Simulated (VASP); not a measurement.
The system is Ga.

```
Ga
1.0
     1.38300   -4.02650    0.00000
     1.38300    4.02650    0.00000
    -0.11745    0.00000    3.32993
Ga
2
Cartesian
  1.2949 2.9716 2.4974
  1.3536 -2.9716 0.8325
```

Base run:

- Program: VASP 6.6.1
- Functional: PBEsol
- Potentials or basis: VASP PAW PBE potentials, release 64 (Ga_d)
- Cutoff: 520 eV
- k mesh: 10 × 10 × 8
- Occupations: fermi-dirac, width 0.05 eV
- Spin: no spin polarisation

Its results: band gap on the k mesh zero (band 13 reaches 9.49 eV, above the bottom of band 14 at 1.09 eV); pressure -1.9 GPa; largest force 0.198 eV/Å.

Question: The run is repeated on the same cell with these changes: functional from PBEsol to BLYP. What comes out?

Answer: Band gap on the k mesh zero (band 13 reaches 10.06 eV, above the bottom of band 14 at 1.87 eV); pressure 7.0 GPa; largest force 0.167 eV/Å.

BLYP binds less tightly than PBEsol, so the same cell stands under more pressure.

Caveats: the PAW data sets were made with another functional, which shifts forces and pressure a little.
